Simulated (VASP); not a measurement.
C: single point with RPBE

The system is C.

```xyz
2
Lattice="0.0000 1.7943 1.7943 1.7943 0.0000 1.7943 1.7943 1.7943 0.0000" Properties=species:S:1:pos:R:3 pbc="T T T"
C     1.7943    1.7943    1.7943
C     2.6915    2.6915    2.6915
```

```yaml
Program: VASP 6.6.1
Task: single point
Functional: RPBE
Potentials_or_basis: VASP PAW PBE potentials, release 64 (C)
Cutoff: 520 eV
k_mesh: 8 × 8 × 8
Occupations: fermi-dirac, width 0.05 eV
Spin: no spin polarisation
```

```json
{
  "Pressure": "0.5 GPa",
  "Band gap on the k mesh": "4.09 eV, indirect (least direct gap 5.54 eV)"
}
```

Levels at points of the mesh, in eV from the valence-band top:
```
           k point  band 1  band 2  band 3  band 4  band 5  band 6  band 7  band 8
(0.00, 0.00, 0.00)  -21.31    0.00    0.00    0.00    5.54    5.54    5.54   12.86
(0.50, 0.00, 0.00)  -15.65  -13.20   -2.76   -2.76    8.39    8.39    8.55   15.64
(0.50, 0.50, 0.00)  -12.71  -12.71   -6.20   -6.20    4.72    4.72   16.62   16.62
```

Wall time 5.2 s on 1 thread of AMD EPYC 7R13, on a shared host, peak memory 0.09 GiB.

Caveat: the PAW data sets were made with another functional, which shifts forces and pressure a little. A k mesh can miss the band edges.
